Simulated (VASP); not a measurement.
Input of a VASP 6.6.1 run:

INCAR

```
SYSTEM = Ti
PREC = Accurate
ENCUT = 520
EDIFF = 1E-6
ISMEAR = -1
SIGMA = 0.1
LREAL = .FALSE.
LASPH = .TRUE.
NELM = 80
ALGO = Normal
ISIF = 2
LWAVE = .FALSE.
LCHARG = .FALSE.
GGA = PE
NBANDS = 19
```

File KPOINTS:

```
regular mesh
0
G
  13 13 7
  0 0 0
```

Contents of POSCAR:

```
Ti
1.0
    2.9390756844      0.0000000000      0.0000000000
   -1.4695378422      2.5453142064      0.0000000000
    0.0000000000      0.0000000000      4.6559893251
Ti
2
Direct
    0.3333333333      0.6666666667      0.2500000000
    0.6666666667      0.3333333333      0.7500000000
```

Potentials or basis: VASP PAW PBE potentials, release 64 (Ti_sv).

Launch:

```sh
$ cat potpaw_PBE.64/Ti_sv/POTCAR > POTCAR
$ mpirun -np 1 vasp_std > vasp.out
```

Question: Predict the pressure.

Answer: -0.2 GPa.

Question: What does it give for the band gap on the k mesh?

Answer: Zero (bands 12 and 13 overlap by 1.10 eV).
